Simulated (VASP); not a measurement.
**NaF: single point with PBEsol**

The system is NaF.

```
CELL_PARAMETERS angstrom
0.00000 2.31471 2.31471
2.31471 0.00000 2.31471
2.31471 2.31471 0.00000
ATOMIC_POSITIONS crystal
Na 0.00000 0.00000 0.00000
F 0.50000 0.50000 0.50000
```

```
Program                : VASP 6.6.1
Task                   : single point
Functional             : PBEsol
Potentials or basis    : VASP PAW PBE potentials, release 64 (Na_pv, F)
Cutoff                 : 600 eV
k mesh                 : 8 × 8 × 8
Occupations            : gaussian, width 0.02 eV
Spin                   : no spin polarisation
Dipole correction      : no
Further INCAR settings : ALGO = Normal; EDIFF = 1e-06; NBANDS = 14
```

```
Pressure               : -0.2 GPa
Band gap on the k mesh : 6.18 eV
```

Levels at points of the mesh, in eV from the valence-band top:
| k point | band 5 | band 6 | band 7 | band 8 | band 9 | band 10 |
| --- | --- | --- | --- | --- | --- | --- |
| (0.00, 0.00, 0.00) | 0.00 | 0.00 | 0.00 | 6.18 | 18.87 | 18.87 |
| (0.50, 0.00, 0.00) | -1.62 | -0.26 | -0.26 | 10.62 | 12.36 | 20.01 |
| (0.50, 0.50, 0.00) | -1.30 | -0.41 | -0.41 | 13.00 | 13.11 | 13.56 |

Run time: 25 s on 1 thread of Intel Xeon 8259CL, on a shared host, peak memory 0.15 GiB.

Caveat: the PAW data sets were made with another functional, which shifts forces and pressure a little.
